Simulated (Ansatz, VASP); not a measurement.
## Two plane-wave programs on CdF2

Contents of INCAR:

```
SYSTEM = CdF2
PREC = Accurate
ENCUT = 520
EDIFF = 1E-7
ISMEAR = -1
SIGMA = 0.05
LREAL = .FALSE.
LASPH = .TRUE.
NELM = 60
ALGO = Normal
ISIF = 2
LWAVE = .FALSE.
LCHARG = .FALSE.
NBANDS = 20
```

KPOINTS

```
regular mesh
0
G
  5 5 5
  0 0 0
```

The input POSCAR:

```
CdF2
1.0
    0.0000000000      2.6940000000      2.6940000000
    2.6940000000      0.0000000000      2.6940000000
    2.6940000000      2.6940000000      0.0000000000
Cd F
1 2
Direct
    0.0000000000      0.0000000000      0.0000000000
    0.7500000000      0.7500000000      0.7500000000
    0.2500000000      0.2500000000      0.2500000000
```

Contents of input.yaml:

```yaml
crystal:
  lattice:
    - [0.0, 2.694, 2.694]
    - [2.694, 0.0, 2.694]
    - [2.694, 2.694, 0.0]
  atoms:
    - { symbol: Cd, position: [0.0, 0.0, 0.0] }
    - { symbol: F, position: [0.75, 0.75, 0.75] }
    - { symbol: F, position: [0.25, 0.25, 0.25] }
hamiltonian:
  xc: lda
  pseudopotentials: { kind: paw }
kpoints:
  mp_grid: { grid: [5, 5, 5] }
  band_path:
    path:
      - [[0.0, 0.0, 0.0], [0.5, 0.0, 0.5], [0.5, 0.25, 0.75], [0.375, 0.375, 0.75], [0.0, 0.0, 0.0], [0.5, 0.5, 0.5], [0.625, 0.25, 0.625], [0.5, 0.25, 0.75], [0.5, 0.5, 0.5], [0.375, 0.375, 0.75]]
      - [[0.625, 0.25, 0.625], [0.5, 0.0, 0.5]]
    npoints: 14
scf:
  occupations: { method: fermi_dirac, width: 0.05 }
  n_extra_bands: 7
output:
  forces: true
  stress: true
  eigenvalues: true
  fatbands: true
```

Alike in both runs: functional LDA; k mesh 5 × 5 × 5; occupations fermi-dirac, width 0.05 eV; no spin polarisation.

|  | VASP | Ansatz |
| --- | --- | --- |
| version | VASP 6.6.1 | Ansatz 0.2.0 |
| potentials or method | VASP PAW LDA potentials, release 64 (Cd, F) | Ansatz PAW |
| plane-wave cutoff (eV) | 520 | 420 |
| valence electrons in the cell | 26 | 34 |
| task | single point | band structure |

|  | VASP | Ansatz | Ansatz less VASP |
| --- | --- | --- | --- |
| gap on the k mesh at the Fermi level (eV) | 2.88 | 2.89 | +0.014 |
| least direct gap on the mesh (eV) | 3.28 | 3.29 | +0.008 |
| pressure (GPa) | -4.7 | -5.7 | -0.98 |

LDA's correlation is that of Perdew and Zunger in VASP and of Perdew and Wang (1992) in Ansatz. VASP's potentials hold 26 valence electrons a cell and Ansatz's 34, so a difference there can come from the potentials and not from the codes.

Noted on Ansatz's run: the k mesh misses the band edges, so the gap on the mesh is wider than the one along the path.
